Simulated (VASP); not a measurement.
A run of VASP 6.6.1:

Contents of INCAR:

```
PREC = Accurate
ENCUT = 500
EDIFF = 1E-6
ISMEAR = -1
SIGMA = 0.02
LREAL = F
LASPH = T
NELM = 120
ALGO = Normal
ISIF = 2
LWAVE = F
LCHARG = F
GGA = PE
NBANDS = 17
GGA_COMPAT = F
```

The input KPOINTS:

```
regular mesh
0
Gamma
  6 6 6
```

File POSCAR:

```
Na2S
1.0
    0.0000000000      3.2840056473      3.2840056473
    3.2840056473      0.0000000000      3.2840056473
    3.2840056473      3.2840056473      0.0000000000
Na S
2 1
Direct
    0.2500000000      0.2500000000      0.2500000000
    0.7500000000      0.7500000000      0.7500000000
    0.0000000000      0.0000000000      0.0000000000
```

Potentials or basis: VASP PAW PBE potentials, release 64 (Na_pv, S).

Command:

```sh
$ cat potpaw_PBE.64/Na_pv/POTCAR potpaw_PBE.64/S/POTCAR > POTCAR
$ mpirun -np 1 vasp_std > vasp.out
```

Hardware: 1 thread of Intel(R) Xeon(R) Platinum 8488C (Sapphire Rapids), with other jobs on the host.

How long does it take, and how much memory?

Wall time 17 s on 1 thread of Intel(R) Xeon(R) Platinum 8488C (Sapphire Rapids), on a shared host, peak memory 0.19 GiB. Counts: scf iterations 15, k points 16.
